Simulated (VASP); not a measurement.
# NiO (R-3m) in VASP: single point with r2SCAN

Aim: the single point of NiO with r2SCAN.

Everything below comes from runs of VASP 6.6.1. Logs are shortened: lines on timing, memory, paths and dates and some standing lists are left out, and cuts for length are marked.

## 1. The cell of the first run

It takes space group R-3m (No. 166, trigonal). Conventional cell: a = 2.876 Å, b = 2.876 Å, c = 6.992 Å, α = 90.00°, β = 90.00°, γ = 120.00°. Within 2.7 Å of Ni (site symmetry -3m) lie 6 O at 2.03 Å. Within 2.7 Å of O (site symmetry -3m) lie 6 Ni at 2.03 Å.

## 2. Single point, r2SCAN, collinear spin, antiferromagnetic start

POSCAR

```
NiO
1.0
    0.0000000000      1.6606214600      4.6616119200
   -1.4381403700     -0.8303107300      4.6616119200
    1.4381403700     -0.8303107300      4.6616119200
Ni O
2 2
Direct
    0.5000000000     -0.5000000000      0.5000000000
    1.0000000000      0.0000000000      1.0000000000
    0.2500000000      0.2500000000      0.2500000000
    0.7500000000      0.7500000000      0.7500000000
```

INCAR.step1

```
  PREC = Accurate
  ENCUT = 660
  ISMEAR = 0
  SIGMA = 0.1
  LREAL = False
  LASPH = True
  NELM = 200
  ISPIN = 2
  MAGMOM = 2 -2 0 0
  LMAXMIX = 4
  NBANDS = 28
  GGA = PE
  ALGO = Normal
  EDIFF = 1E-5
  LWAVE = True
  LCHARG = False
  GGA_COMPAT = False
```

INCAR.step2

```
  PREC = Accurate
  ENCUT = 660
  EDIFF = 1E-6
  ISMEAR = 0
  SIGMA = 0.1
  LREAL = False
  LASPH = True
  NELM = 200
  ALGO = Normal
  ISIF = 2
  LWAVE = False
  LCHARG = False
  ISPIN = 2
  MAGMOM = 2 -2 0 0
  LORBIT = 11
  LMAXMIX = 4
  METAGGA = R2SCAN
  LMIXTAU = True
  NBANDS = 28
  ISTART = 1
  GGA_COMPAT = False
```

KPOINTS

```
Automatic mesh
0
Gamma
  9 9 9
```

Potentials or basis: VASP PAW PBE potentials, release 64 (Ni, O).

The run is started by

```bash
cat potpaw_PBE.64/Ni/POTCAR potpaw_PBE.64/O/POTCAR > POTCAR
cp INCAR.step1 INCAR
mpirun -np 1 vasp_std > vasp.out
cp INCAR.step2 INCAR
mpirun -np 1 vasp_std > vasp.out
```

OUTCAR:

```text
PREC = Accurate
   ENCUT = 660
   EDIFF = 1E-6
   ISMEAR = 0
   LREAL = False
   LASPH = True
   NELM = 200
   ISIF = 2
   ISPIN = 2
   LORBIT = 11
   METAGGA = R2SCAN
   ISTART = 1

 ion  position               nearest neighbor table
   1  0.500  0.500  0.500-   3 2.03   3 2.03   4 2.03   4 2.03   3 2.03   4 2.03   2 2.86   2 2.86
                             2 2.86   2 2.86   2 2.86   2 2.86
   2  0.000  0.000  0.000-   4 2.03   4 2.03   3 2.03   3 2.03   4 2.03   3 2.03   1 2.86   1 2.86
                             1 2.86   1 2.86   1 2.86   1 2.86
   3  0.250  0.250  0.250-   2 2.03   2 2.03   1 2.03   1 2.03   2 2.03   1 2.03
   4  0.750  0.750  0.750-   1 2.03   1 2.03   2 2.03   2 2.03   1 2.03   2 2.03

  LATTYP: Found a trigonal (rhomboedric) cell.
 ALAT       =     4.9485643701
 COS(alpha) =     0.8310827109

  Lattice vectors:

 A1 = (   0.0000000000,   1.6606214600,   4.6616119200)
 A2 = (  -1.4381403700,  -0.8303107300,   4.6616119200)
 A3 = (   1.4381403700,  -0.8303107300,   4.6616119200)

Analysis of symmetry for initial positions (statically):
=====================================================================
 Subroutine PRICEL returns following result:

  LATTYP: Found a trigonal (rhomboedric) cell.
 ALAT       =     2.8618735219
 COS(alpha) =     0.4949531372

  Lattice vectors:

 A1 = (  -1.4381403700,   0.8303107300,   2.3308059600)
 A2 = (   0.0000000000,  -1.6606214600,   2.3308059600)
 A3 = (   1.4381403700,   0.8303107300,   2.3308059600)

   2 primitive cells build up your supercell.

 Routine SETGRP: Setting up the symmetry group for a
 trigonal (rhombohedral) supercell.

 Subroutine GETGRP returns: Found 12 space group operations
 (whereof 12 operations were pure point group operations)
 out of a pool of 12 trial point group operations.

The static configuration has the point symmetry D_3d.

Analysis of symmetry for dynamics (positions and initial velocities):
=====================================================================
 Subroutine PRICEL returns following result:

  LATTYP: Found a trigonal (rhomboedric) cell.
 ALAT       =     2.8618735219
 COS(alpha) =     0.4949531372

  Lattice vectors:

 A1 = (  -1.4381403700,   0.8303107300,   2.3308059600)
 A2 = (   0.0000000000,  -1.6606214600,   2.3308059600)
 A3 = (   1.4381403700,   0.8303107300,   2.3308059600)

   2 primitive cells build up your supercell.

 Routine SETGRP: Setting up the symmetry group for a
 trigonal (rhombohedral) supercell.

 Subroutine GETGRP returns: Found 12 space group operations
 (whereof 12 operations were pure point group operations)
 out of a pool of 12 trial point group operations.

The dynamic configuration has the point symmetry D_3d.

Analysis of structural, dynamic, and magnetic symmetry:
=====================================================================
 Subroutine PRICEL returns following result:

  LATTYP: Found a trigonal (rhomboedric) cell.
 ALAT       =     2.8618735219
 COS(alpha) =     0.4949531372

  Lattice vectors:

 A1 = (  -1.4381403700,   0.8303107300,   2.3308059600)
 A2 = (   0.0000000000,  -1.6606214600,   2.3308059600)
 A3 = (   1.4381403700,   0.8303107300,   2.3308059600)

   2 primitive cells build up your supercell.

 Routine SETGRP: Setting up the symmetry group for a
 trigonal (rhombohedral) supercell.

 Subroutine GETGRP returns: Found 12 space group operations
 (whereof 12 operations were pure point group operations)
 out of a pool of 12 trial point group operations.

The overall configuration has the point symmetry D_3d.

 Subroutine INISYM returns: Found 12 space group operations
 (whereof 12 operations are pure point group operations),
 and found     2 'primitive' translations

----------------------------------------------------------------------------------------

                                     Primitive cell

  volume of cell :      16.6993

  direct lattice vectors                    reciprocal lattice vectors
    -1.438140370  0.830310730  2.330805960    -0.347671208  0.200728066  0.143012048
     0.000000000 -1.660621460  2.330805960     0.000000000 -0.401456131  0.143012048
     1.438140370  0.830310730  2.330805960     0.347671208  0.200728066  0.143012048

  length of vectors
     2.861873522  2.861873522  2.861873522     0.426168360  0.426168360  0.426168360

  position of ions in fractional coordinates (direct lattice)
     1.000000000  0.000000000  1.000000000
     0.500000000  0.500000000  0.500000000

  ion indices of the primitive-cell ions
   primitive index   ion index
                 1           1
                 2           3

----------------------------------------------------------------------------------------

 KPOINTS: Automatic mesh

Automatic generation of k-mesh.
 Grid dimensions read from file:
 generate k-points for:    9    9    9

 Generating k-lattice:

  Cartesian coordinates                     Fractional coordinates (reciprocal lattice)
     0.000000000  0.044606237  0.007945114     0.111111111  0.000000000  0.000000000
    -0.038630134 -0.022303118  0.007945114     0.000000000  0.111111111  0.000000000
     0.038630134 -0.022303118  0.007945114     0.000000000  0.000000000  0.111111111

  Length of vectors
     0.045308291  0.045308291  0.045308291

  Shift w.r.t. Gamma in fractional coordinates (k-lattice)
     0.000000000  0.000000000  0.000000000

 Subroutine IBZKPT returns following result:
 ===========================================

 Found     85 irreducible k-points:

 Following reciprocal coordinates:
            Coordinates               Weight
  0.000000  0.000000  0.000000      1.000000
  0.111111 -0.000000 -0.000000      6.000000
  0.222222  0.000000  0.000000      6.000000
  0.333333  0.000000  0.000000      6.000000
  0.444444  0.000000  0.000000      6.000000
  0.111111  0.111111  0.000000      6.000000
[... 16 lines left out ...]
 -0.333333  0.333333  0.000000      6.000000
  0.444444  0.444444  0.000000      6.000000
 [... further k-points ...]
   k-points           NKPTS =     85   k-points in BZ     NKDIM =     85   number of bands    NBANDS=     28
   number of dos      NEDOS =    301   number of ions     NIONS =      4
   total plane-waves  NPLWV =  74088
   dimension x,y,z NGX =    42 NGY =   42 NGZ =   42
   dimension x,y,z NGXF=    84 NGYF=   84 NGZF=   84
   ions per type =               2   2
   NGX,Y,Z   is equivalent  to a cutoff of  14.11, 14.11, 14.11 a.u.
   NGXF,Y,Z  is equivalent  to a cutoff of  28.22, 28.22, 28.22 a.u.
 SYSTEM =  unknown system
   PREC   = accura    normal or accurate (medium, high low for compatibility)
   ISTART =      1    job   : 0-new  1-cont  2-samecut
   ICHARG =      0    charge: 1-file 2-atom 10-const
   ISPIN  =      2    spin polarized calculation?
   LNONCOLLINEAR =      F non collinear calculations
   LSORBIT =      F    spin-orbit coupling
   LASPH  =      T    aspherical Exc in radial PAW
   ENCUT  =  660.0 eV  48.51 Ry    6.96 a.u.  10.37 10.37 10.37*2*pi/ulx,y,z
   NELM   =    200;   NELMIN=  2; NELMDL=  0     # of ELM steps
   EDIFF  = 0.1E-05   stopping-criterion for ELM
   LREAL  =      F    real-space projection
[... 7 lines left out ...]
   TEBEG  =    0.0;   TEEND  =   0.0 temperature during run
   PSTRESS=    0.0 pullay stress
   NELECT =      32.0000    total number of electrons
   NUPDOWN=      -1.0000    fix difference up-down
   EMIN   =  10.00;   EMAX   =-10.00  energy-range for DOS
   EFERMI =   0.00;   METHOD = LEGACY
   ISMEAR =     0;   SIGMA  =   0.10  broadening in eV -4-tet -1-fermi 0-gaus
   EFERMI_NEDOS =   21; number of points for ismear=-14 and -15
   IALGO  =     38    algorithm
   IMIX   =      4    mixing-type and parameters
     AMIX     =   0.40;   BMIX     =  1.00
     AMIX_MAG =   1.60;   BMIX_MAG =  1.00
  volume/ion in A,a.u.               =       8.35        56.35
  Fermi-wavevector in a.u.,A,eV,Ry     =   1.613919  3.049865 35.439564  2.604734
  Thomas-Fermi vector in A             =   2.708911
   LORBIT       =     11    0 simple, 1 ext, 2 COOP (PROOUT), +10 PAW based schemes
   METAGGA = R2SCAN    functional components
   LHFCALC =     F    Hartree Fock is set to
   AEXX    =    0.0000 exact exchange contribution
   IVDW    =     0    specifies the selected vdW correction
   LEPSILON=     F    determine dielectric tensor
   LRPA    =     F    only Hartree local field effects (RPA)
 spin polarized calculation
 Gauss-broadening in eV      SIGMA  =   0.10
  energy-cutoff  :      660.00
  volume of cell :       33.40
 maximum number of plane-waves:      1302
 NGX is ok and might be reduce to    42
   NGX = 21   NGY = 21   NGZ = 21

 number of electron      31.9999994 magnetization      -0.0000000

 number of electron      31.9999994 magnetization       0.0000000

 Free energy of the ion-electron system (eV)
  ---------------------------------------------------
  ext. energy  EPLUGINS =         0.00000000
  ---------------------------------------------------
  free energy    TOTEN  =       -40.42059175 eV

  energy without entropy =      -40.42059175  energy(sigma->0) =      -40.42059175

 E-fermi :   8.6448     XC(G=0): -13.9772

 val. band max:        8.1234596272   @ k =   0.3333   0.3333   0.2222
 cond. band min:      10.4787632224   @ k =   0.4444   0.2222   0.2222
 fundamental gap:      2.3553035952
 Fermi energy:         8.6447760418

 spin component 1

 k-point     1 :       0.0000    0.0000    0.0000
  band No.  band energies     occupation
      1     -12.9813      1.00000
      2     -11.3310      1.00000
      3      -0.0092      1.00000
      4       2.6009      1.00000
      5       2.6009      1.00000
      6       5.8426      1.00000
[... 20 lines left out ...]
     27      29.5623      0.00000
     28      32.4533      0.00000

 k-point     2 :       0.1111   -0.0000   -0.0000
  band No.  band energies     occupation
      1     -12.8344      1.00000
      2     -11.3134      1.00000
      3       0.2275      1.00000
      4       2.5375      1.00000
      5       2.6437      1.00000
      6       4.5179      1.00000
[... 674 lines left out ...]
 k-point    24 :       0.4444    0.4444    0.0000
  band No.  band energies     occupation
      1     -11.4208      1.00000
      2     -11.3227      1.00000
      3       0.0958      1.00000
      4       1.4147      1.00000
      5       2.6733      1.00000
      6       2.7892      1.00000
[... 20 lines left out ...]
     27      28.1045      0.00000
     28      32.4888      0.00000

 [... further k-points ...]

 spin component 2

 k-point     1 :       0.0000    0.0000    0.0000
  band No.  band energies     occupation
      1     -12.9813      1.00000
      2     -11.3310      1.00000
      3      -0.0092      1.00000
      4       2.6009      1.00000
      5       2.6009      1.00000
      6       5.8426      1.00000
[... 20 lines left out ...]
     27      29.5623      0.00000
     28      32.4533      0.00000

 k-point     2 :       0.1111   -0.0000   -0.0000
  band No.  band energies     occupation
      1     -12.8344      1.00000
      2     -11.3134      1.00000
      3       0.2275      1.00000
      4       2.5375      1.00000
      5       2.6437      1.00000
      6       4.5179      1.00000
[... 674 lines left out ...]
 k-point    24 :       0.4444    0.4444    0.0000
  band No.  band energies     occupation
      1     -11.4208      1.00000
      2     -11.3227      1.00000
      3       0.0958      1.00000
      4       1.4147      1.00000
      5       2.6733      1.00000
      6       2.7892      1.00000
[... 20 lines left out ...]
     27      28.1045      0.00000
     28      32.4888      0.00000

 [... further k-points ...]

------------------------ aborting loop because EDIFF is reached ----------------------------------------

  FORCE on cell =-STRESS in cart. coord.  units (eV):
  Direction    XX          YY          ZZ          XY          YZ          ZX
  --------------------------------------------------------------------------------------
  -------------------------------------------------------------------------------------
  Total        4.0435963      4.0435963      4.0983733      0.0000000      0.0000000      0.0000000
  in kB      193.9764818    193.9764819    196.6042062      0.0000000      0.0000000      0.0000000
  external PRESSURE =     194.8523900 kB  Pullay stress =       0.0000000 kB

 VOLUME and BASIS-vectors are now :
 -----------------------------------------------------------------------------
  energy-cutoff  :      660.00
  volume of cell :       33.40
      direct lattice vectors                 reciprocal lattice vectors
     0.000000000  1.660621460  4.661611920     0.000000000  0.401456131  0.071506024
    -1.438140370 -0.830310730  4.661611920    -0.347671208 -0.200728066  0.071506024
     1.438140370 -0.830310730  4.661611920     0.347671208 -0.200728066  0.071506024

 POSITION                                       TOTAL-FORCE (eV/Angst)
 -----------------------------------------------------------------------------------
      0.00000      0.00000      6.99242         0.000000      0.000000     -0.000000
      0.00000      0.00000      0.00000        -0.000000     -0.000000     -0.000000
      0.00000      0.00000      3.49621        -0.000000     -0.000000      0.000000
      0.00000      0.00000     10.48863         0.000000     -0.000000      0.000000
 -----------------------------------------------------------------------------------
    total drift:                               -0.000000      0.000000     -0.000000

  FREE ENERGIE OF THE ION-ELECTRON SYSTEM (eV)
  ---------------------------------------------------
  free  energy   TOTEN  =       -40.4205917492 eV

  energy  without entropy=      -40.4205917492  energy(sigma->0) =      -40.42059175

 total charge

# of ion       s       p       d       tot
------------------------------------------
    1        0.364   0.490   8.276   9.130
    2        0.364   0.490   8.276   9.130
    3        1.558   3.529   0.000   5.087
    4        1.558   3.529   0.000   5.087
--------------------------------------------------
tot          3.845   8.037  16.552  28.434

 magnetization (x)

# of ion       s       p       d       tot
------------------------------------------
    1       -0.008  -0.015   1.544   1.521
    2        0.008   0.015  -1.544  -1.521
    3        0.000   0.000   0.000   0.000
    4        0.000   0.000   0.000   0.000
--------------------------------------------------
tot          0.000   0.000   0.000   0.000
```

Run time: 54 min. Hardware: 1 thread of Intel Xeon 8259CL, shared host; peak memory 0.47 GiB.

Results:

```
Free energy                                           : -40.4206 eV
Pressure                                              : 19.5 GPa
Band gap on the k mesh                                : 2.36 eV
Net moment                                            : 0.00 μB per cell
Site moments                                          : Ni +1.52, -1.52; O +0.00 μB
Valence electrons inside the program's atomic spheres : Ni 9.13; O 5.09
```

Caveat: the cell stands under pressure; the PAW data sets were made with another functional, which shifts forces and pressure a little; an odd mesh through Γ misses points on the zone boundary, where band edges can lie.
